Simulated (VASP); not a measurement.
Input of a VASP 6.6.1 run:

The input INCAR:

```
PREC = Accurate
ENCUT = 520
EDIFF = 1E-6
ISMEAR = 0
SIGMA = 0.05
LREAL = F
LASPH = T
NELM = 80
ALGO = Normal
ISIF = 2
LWAVE = F
LCHARG = F
GGA = PS
NBANDS = 20
```

Contents of KPOINTS:

```
regular mesh
0
Gamma
  8 8 8
```

POSCAR

```
CdF2
1.0
    0.0000000000      2.8144411018      2.7587151680
    2.8144411018      0.0000000000      2.7587151680
    2.8144411018      2.8144411018      0.0000000000
Cd F
1 2
Direct
    0.0000000000      0.0000000000      0.0000000000
    0.2500000000      0.2500000000      0.2500000000
    0.7500000000      0.7500000000      0.7500000000
```

Potentials or basis: VASP PAW PBE potentials, release 64 (Cd, F).

Run with:

```bash
$ cat potpaw_PBE.64/Cd/POTCAR potpaw_PBE.64/F/POTCAR > POTCAR
$ mpirun -np 1 vasp_std > vasp.out
```

Problem. Estimate the band gap on the k mesh.

Solution. 2.51 eV, indirect (least direct gap 3.12 eV).

Problem. Estimate the pressure.

Solution. -9.0 GPa.

Stress tensor (GPa, compression positive):
```
-9.63  0.00  0.00
 0.00 -9.63  0.00
 0.00  0.00 -7.63
```

Caveat: the PAW data sets were made with another functional, which shifts forces and pressure a little. A k mesh can miss the band edges.
